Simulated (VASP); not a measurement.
# Ag (P6_3/mmc) in VASP: notebook

Ag is run at these levels: PBE; tasks: single point.

Everything below comes from runs of VASP 6.6.1. Logs are shortened: lines on timing, memory, paths and dates and some standing lists are left out, and cuts for length are marked.

### 1 The cell of the first run

The structure is hexagonal, space group P6_3/mmc (No. 194). Conventional cell: a = 2.842 Å, b = 2.842 Å, c = 9.390 Å, α = 90.00°, β = 90.00°, γ = 120.00°. Within 3.7 Å of Ag (site symmetry -6m2) lie 12 Ag at 2.84 to 2.86 Å. Within 3.7 Å of Ag (site symmetry -3m) lie 12 Ag at 2.84 to 2.86 Å.

This isn't the form of Ag at room conditions, which is fcc.

### 2 Single point, PBE (16.42 Å³/atom)

INCAR reads:

```
SYSTEM = Ag
PREC = Accurate
ENCUT = 520
EDIFF = 1E-7
ISMEAR = -1
SIGMA = 0.1
LREAL = .False.
LASPH = .True.
NELM = 100
ALGO = Normal
ISIF = 2
LWAVE = .False.
LCHARG = .False.
GGA = PE
NBANDS = 30
```

KPOINTS reads:

```
Automatic mesh
0
Gamma
  16 16 5
  0 0 0
```

POSCAR reads:

```
Ag
1.0
    2.8418037609      0.0000000000      0.0000000000
   -1.4209018804      2.4610742495      0.0000000000
    0.0000000000      0.0000000000      9.3903690295
Ag
4
Direct
    0.3333333333      0.6666666667      0.2500000000
    0.6666666667      0.3333333333      0.7500000000
    0.0000000000      0.0000000000      0.0000000000
    0.0000000000      0.0000000000      0.5000000000
```

Potentials or basis: VASP PAW PBE potentials, release 64 (Ag).

On the command line:

```sh
> cat potpaw_PBE.64/Ag/POTCAR > POTCAR
> mpirun -np 1 vasp_std > vasp.out
```

OUTCAR:

```text
SYSTEM = Ag
   PREC = Accurate
   ENCUT = 520
   EDIFF = 1E-7
   ISMEAR = -1
   LREAL = .False.
   LASPH = .True.
   NELM = 100
   ISIF = 2
   GGA = PE

 ion  position               nearest neighbor table
   1  0.333  0.667  0.250-   3 2.86   4 2.86   3 2.86   4 2.86   3 2.86   4 2.86
   2  0.667  0.333  0.750-   3 2.86   4 2.86   3 2.86   4 2.86   3 2.86   4 2.86
   3  0.000  0.000  0.000-   1 2.86   2 2.86   1 2.86   2 2.86   2 2.86   1 2.86
   4  0.000  0.000  0.500-   1 2.86   2 2.86   1 2.86   2 2.86   2 2.86   1 2.86

  LATTYP: Found a hexagonal cell.
 ALAT       =     2.8418037609
 C/A-ratio  =     3.3043692737

  Lattice vectors:

 A1 = (   2.8418037609,   0.0000000000,   0.0000000000)
 A2 = (  -1.4209018804,   2.4610742495,   0.0000000000)
 A3 = (   0.0000000000,   0.0000000000,   9.3903690295)

Analysis of symmetry for initial positions (statically):
=====================================================================
 Subroutine PRICEL returns:
 Original cell was already a primitive cell.

 Routine SETGRP: Setting up the symmetry group for a
 hexagonal supercell.

 Subroutine GETGRP returns: Found 24 space group operations
 (whereof 12 operations were pure point group operations)
 out of a pool of 24 trial point group operations.

The static configuration has the point symmetry D_3d.
 The point group associated with its full space group is D_6h.

Analysis of symmetry for dynamics (positions and initial velocities):
=====================================================================
 Subroutine PRICEL returns:
 Original cell was already a primitive cell.

 Routine SETGRP: Setting up the symmetry group for a
 hexagonal supercell.

 Subroutine GETGRP returns: Found 24 space group operations
 (whereof 12 operations were pure point group operations)
 out of a pool of 24 trial point group operations.

The dynamic configuration has the point symmetry D_3d.
 The point group associated with its full space group is D_6h.

 Subroutine INISYM returns: Found 24 space group operations
 (whereof 12 operations are pure point group operations),
 and found     1 'primitive' translations

----------------------------------------------------------------------------------------

                                     Primitive cell

  volume of cell :      65.6752

  direct lattice vectors                    reciprocal lattice vectors
     2.841803761  0.000000000  0.000000000     0.351889182  0.203163314  0.000000000
    -1.420901880  2.461074250  0.000000000     0.000000000  0.406326628  0.000000000
     0.000000000  0.000000000  9.390369030     0.000000000  0.000000000  0.106492087

  length of vectors
     2.841803761  2.841803761  9.390369030     0.406326628  0.406326628  0.106492087

  position of ions in fractional coordinates (direct lattice)
     0.333333333  0.666666667  0.250000000
     0.666666667  0.333333333  0.750000000
     0.000000000  0.000000000  0.000000000
     0.000000000  0.000000000  0.500000000

  ion indices of the primitive-cell ions
   primitive index   ion index
                 1           1
                 2           2
                 3           3
                 4           4

----------------------------------------------------------------------------------------

 KPOINTS: Automatic mesh

Automatic generation of k-mesh.
 Grid dimensions read from file:
 generate k-points for:   16   16    5

 Generating k-lattice:

  Cartesian coordinates                     Fractional coordinates (reciprocal lattice)
     0.021993074  0.012697707  0.000000000     0.062500000  0.000000000  0.000000000
     0.000000000  0.025395414  0.000000000     0.000000000  0.062500000  0.000000000
     0.000000000  0.000000000  0.021298417     0.000000000  0.000000000  0.200000000

  Length of vectors
     0.025395414  0.025395414  0.021298417

  Shift w.r.t. Gamma in fractional coordinates (k-lattice)
     0.000000000  0.000000000  0.000000000

 Subroutine IBZKPT returns following result:
 ===========================================

 Found     90 irreducible k-points:

 Following reciprocal coordinates:
            Coordinates               Weight
  0.000000  0.000000  0.000000      1.000000
  0.062500  0.000000  0.000000      6.000000
  0.125000  0.000000  0.000000      6.000000
  0.187500  0.000000  0.000000      6.000000
  0.250000  0.000000  0.000000      6.000000
  0.312500  0.000000  0.000000      6.000000
[... 16 lines left out ...]
  0.187500  0.187500  0.000000      6.000000
  0.250000  0.187500  0.000000     12.000000
 [... further k-points ...]
   k-points           NKPTS =     90   k-points in BZ     NKDIM =     90   number of bands    NBANDS=     30
   number of dos      NEDOS =    301   number of ions     NIONS =      4
   total plane-waves  NPLWV =  40320
   dimension x,y,z NGX =    24 NGY =   24 NGZ =   70
   dimension x,y,z NGXF=    48 NGYF=   48 NGZF=  140
   ions per type =               4
   NGX,Y,Z   is equivalent  to a cutoff of  14.04, 14.04, 12.39 a.u.
   NGXF,Y,Z  is equivalent  to a cutoff of  28.08, 28.08, 24.79 a.u.
 SYSTEM =  Ag
   PREC   = accura    normal or accurate (medium, high low for compatibility)
   ISTART =      0    job   : 0-new  1-cont  2-samecut
   ICHARG =      2    charge: 1-file 2-atom 10-const
   ISPIN  =      1    spin polarized calculation?
   LNONCOLLINEAR =      F non collinear calculations
   LSORBIT =      F    spin-orbit coupling
   LASPH  =      T    aspherical Exc in radial PAW
   ENCUT  =  520.0 eV  38.22 Ry    6.18 a.u.   5.28  5.28 17.46*2*pi/ulx,y,z
   NELM   =    100;   NELMIN=  2; NELMDL= -5     # of ELM steps
   EDIFF  = 0.1E-06   stopping-criterion for ELM
   LREAL  =      F    real-space projection
   EDIFFG = 0.1E-05   stopping-criterion for IOM
   NSW    =      0    number of steps for IOM
   IBRION =     -1    ionic relax: 0-MD 1-quasi-New 2-CG
   NFREE  =      0    steps in history (QN), initial steepest desc. (CG)
   ISIF   =      2    stress and relaxation
   ISYM   =      2    0-nonsym 1-usesym 2-fastsym
   POTIM  = 0.5000    time-step for ionic-motion
   TEBEG  =    0.0;   TEEND  =   0.0 temperature during run
   PSTRESS=    0.0 pullay stress
   NELECT =      44.0000    total number of electrons
   NUPDOWN=      -1.0000    fix difference up-down
   EMIN   =  10.00;   EMAX   =-10.00  energy-range for DOS
   EFERMI =   0.00;   METHOD = LEGACY
   ISMEAR =    -1;   SIGMA  =   0.10  broadening in eV -4-tet -1-fermi 0-gaus
   EFERMI_NEDOS =   21; number of points for ismear=-14 and -15
   IALGO  =     38    algorithm
   IMIX   =      4    mixing-type and parameters
     AMIX     =   0.40;   BMIX     =  1.00
     AMIX_MAG =   1.60;   BMIX_MAG =  1.00
  volume/ion in A,a.u.               =      16.42       110.80
  Fermi-wavevector in a.u.,A,eV,Ry     =   1.432491  2.707015 27.919570  2.052030
  Thomas-Fermi vector in A             =   2.552113
   LORBIT       =      0    0 simple, 1 ext, 2 COOP (PROOUT), +10 PAW based schemes
   GGA     = PE    functional components
   LHFCALC =     F    Hartree Fock is set to
   AEXX    =    0.0000 exact exchange contribution
   IVDW    =     0    specifies the selected vdW correction
   LEPSILON=     F    determine dielectric tensor
   LRPA    =     F    only Hartree local field effects (RPA)
 non-spin polarized calculation
  energy-cutoff  :      520.00
  volume of cell :       65.68
 maximum number of plane-waves:      1792
 NGX is ok and might be reduce to    24
   NGX = 11   NGY = 11   NGZ = 35

 number of electron      43.9999981 magnetization

 Free energy of the ion-electron system (eV)
  ---------------------------------------------------
  ext. energy  EPLUGINS =         0.00000000
  ---------------------------------------------------
  free energy    TOTEN  =       -10.72098846 eV

  energy without entropy =      -10.68286483  energy(sigma->0) =      -10.70192664

 E-fermi :   8.9444     XC(G=0): -12.4363

 val. band max:        8.9391030845   @ k =   0.3125   0.1875   0.4000
 cond. band min:       8.9753714730   @ k =   0.3750   0.1250   0.4000
 fundamental gap:      0.0362683885
 Fermi energy:         8.9443736080

 k-point     1 :       0.0000    0.0000    0.0000
  band No.  band energies     occupation
      1       0.9163      2.00000
      2       2.3015      2.00000
      3       2.3078      2.00000
      4       2.3135      2.00000
      5       3.9621      2.00000
      6       4.0124      2.00000
[... 22 lines left out ...]
     29      24.8019      0.00000
     30      25.7434      0.00000

 k-point     2 :       0.0625    0.0000    0.0000
  band No.  band energies     occupation
      1       1.0296      2.00000
      2       2.3845      2.00000
      3       2.4019      2.00000
      4       2.4070      2.00000
      5       3.9374      2.00000
      6       3.9639      2.00000
[... 22 lines left out ...]
     29      24.7839      0.00000
     30      25.4388      0.00000

 k-point     3 :       0.1250    0.0000    0.0000
  band No.  band energies     occupation
      1       1.3566      2.00000
      2       2.5706      2.00000
      3       2.6731      2.00000
      4       2.6772      2.00000
      5       3.6877      2.00000
      6       3.8458      2.00000
[... 22 lines left out ...]
     29      24.2938      0.00000
     30      24.4069      0.00000

 k-point     4 :       0.1875    0.0000    0.0000
  band No.  band energies     occupation
      1       1.8452      2.00000
      2       2.7592      2.00000
      3       2.9570      2.00000
      4       3.0036      2.00000
      5       3.4391      2.00000
      6       3.5826      2.00000
[... 616 lines left out ...]
     29      17.7458      0.00000
     30      18.4295      0.00000

 k-point    23 :       0.1875    0.1875    0.0000
  band No.  band energies     occupation
      1       2.9403      2.00000
      2       3.0054      2.00000
      3       3.0562      2.00000
      4       3.2749      2.00000
      5       3.2884      2.00000
      6       3.3090      2.00000
[... 22 lines left out ...]
     29      19.8197      0.00000
     30      20.0234      0.00000

 k-point    24 :       0.2500    0.1875    0.0000
  band No.  band energies     occupation
      1       2.8363      2.00000
      2       2.8642      2.00000
      3       3.0684      2.00000
      4       3.1865      2.00000
      5       3.3245      2.00000
      6       3.5346      2.00000
[... 22 lines left out ...]
     29      17.9026      0.00000
     30      19.2814      0.00000

 [... further k-points ...]

------------------------ aborting loop because EDIFF is reached ----------------------------------------

  FORCE on cell =-STRESS in cart. coord.  units (eV):
  Direction    XX          YY          ZZ          XY          YZ          ZX
  --------------------------------------------------------------------------------------
  -------------------------------------------------------------------------------------
  Total        4.1411668      4.1411668      3.5065703      0.0000000      0.0000000      0.0000000
  in kB      101.0256937    101.0256937     85.5444183      0.0000000      0.0000000      0.0000000
  external PRESSURE =      95.8652686 kB  Pullay stress =       0.0000000 kB

 VOLUME and BASIS-vectors are now :
 -----------------------------------------------------------------------------
  energy-cutoff  :      520.00
  volume of cell :       65.68
      direct lattice vectors                 reciprocal lattice vectors
     2.841803761  0.000000000  0.000000000     0.351889182  0.203163314  0.000000000
    -1.420901880  2.461074250  0.000000000     0.000000000  0.406326628  0.000000000
     0.000000000  0.000000000  9.390369030     0.000000000  0.000000000  0.106492087

 POSITION                                       TOTAL-FORCE (eV/Angst)
 -----------------------------------------------------------------------------------
     -0.00000      1.64072      2.34759         0.000000     -0.000000      0.000000
      1.42090      0.82036      7.04278        -0.000000      0.000000      0.000000
      0.00000      0.00000      0.00000         0.000000      0.000000     -0.000000
      0.00000      0.00000      4.69518         0.000000      0.000000     -0.000000
 -----------------------------------------------------------------------------------
    total drift:                               -0.000000      0.000000      0.000000

  FREE ENERGIE OF THE ION-ELECTRON SYSTEM (eV)
  ---------------------------------------------------
  free  energy   TOTEN  =       -10.7209884607 eV

  energy  without entropy=      -10.6828648277  energy(sigma->0) =      -10.70192664
```

It took 66 s on 1 thread of Intel Xeon 6975P-C (Granite Rapids), shared host; peak memory 0.26 GiB.

What came out:

```yaml
Free_energy: -10.7210 eV
Pressure: 9.6 GPa
Band_gap_on_the_k_mesh: zero (bands 22 and 23 overlap by 6.88 eV)
```

Stress tensor (GPa, compression positive):
```
10.10  0.00  0.00
 0.00 10.10  0.00
 0.00  0.00  8.55
```

Levels at points of the mesh, in eV from the Fermi level:
| k point | band 18 | band 19 | band 20 | band 21 | band 22 | band 23 | band 24 | band 25 | band 26 | band 27 |
| --- | --- | --- | --- | --- | --- | --- | --- | --- | --- | --- |
| (0.00, 0.00, 0.00) | -3.66 | -3.66 | -3.45 | -3.45 | -3.04 | -3.04 | -0.57 | 3.68 | 11.19 | 11.22 |
| (0.50, 0.00, 0.00) | -2.82 | -2.80 | -2.80 | -0.22 | 0.71 | 1.13 | 1.67 | 4.59 | 4.65 | 7.59 |

Caveat: the cell stands under pressure.

[end of part 1 of 2]

The gap in the log of VASP goes by the Fermi energy; the results here count the filled bands.